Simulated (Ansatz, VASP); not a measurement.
## Two plane-wave programs on Cs

INCAR

```
ALGO = Normal ; EDIFF = 1E-6
ENCUT = 520 ; GGA = PE
ISIF = 2 ; ISMEAR = -1
LASPH = True ; LCHARG = False
LREAL = False ; LWAVE = False
NBANDS = 20 ; NELM = 80
PREC = Accurate ; SIGMA = 0.1
```

File KPOINTS:

```
k-points
0
Gamma
  6 6 8
```

Contents of POSCAR:

```
Cs
1.0
    9.0115575745      0.0000000000      0.0000000000
   -4.5057787873      7.8042377872      0.0000000000
    0.0000000000      0.0000000000      5.4140305003
Cs
3
Direct
    1.0000000000      1.0000000000      0.0000000000
    0.3333333333      0.6666666667      0.5000000000
    0.6666666667      0.3333333333      0.5000000000
```

Input for Ansatz:

```yaml
crystal:
  lattice:
    - [9.0115575745, 0.0, 0.0]
    - [-4.5057787873, 7.8042377872, 0.0]
    - [0.0, 0.0, 5.4140305003]
  atoms:
    - { symbol: Cs, position: [1.0, 1.0, 0.0] }
    - { symbol: Cs, position: [0.3333333333, 0.6666666667, 0.5] }
    - { symbol: Cs, position: [0.6666666667, 0.3333333333, 0.5] }
hamiltonian:
  xc: pbe
  pseudopotentials:
    kind: paw
    azcp:
      Cs: "pseudopotentials/Cs.paw.azcp"
basis:
  ecutwfc: 420
  fft_grid_basis: typed
kpoints:
  mp_grid: { grid: [6, 6, 8], shift: [0, 0, 0] }
magnetization:
  spin_polarized: false
scf:
  occupations: { method: fermi_dirac, width: 0.1 }
output:
  stress: true
```

Alike in both runs: task single point; functional PBE; k mesh 6 × 6 × 8; occupations fermi-dirac, width 0.1 eV; no spin polarisation.

|  | VASP | Ansatz |
| --- | --- | --- |
| version | VASP 6.6.1 | Ansatz 0.2.0 |
| potentials or method | VASP PAW PBE potentials, release 64 (Cs_sv), cutoff 520 eV | plane waves (420 eV) with PAW, scalar-relativistic |
| valence electrons in the cell | 27 | 27 |

```tsv
	VASP	Ansatz	Ansatz less VASP
pressure (GPa)	-0.1	-0.1	+0.01
```

Spin-orbit coupling is off throughout.
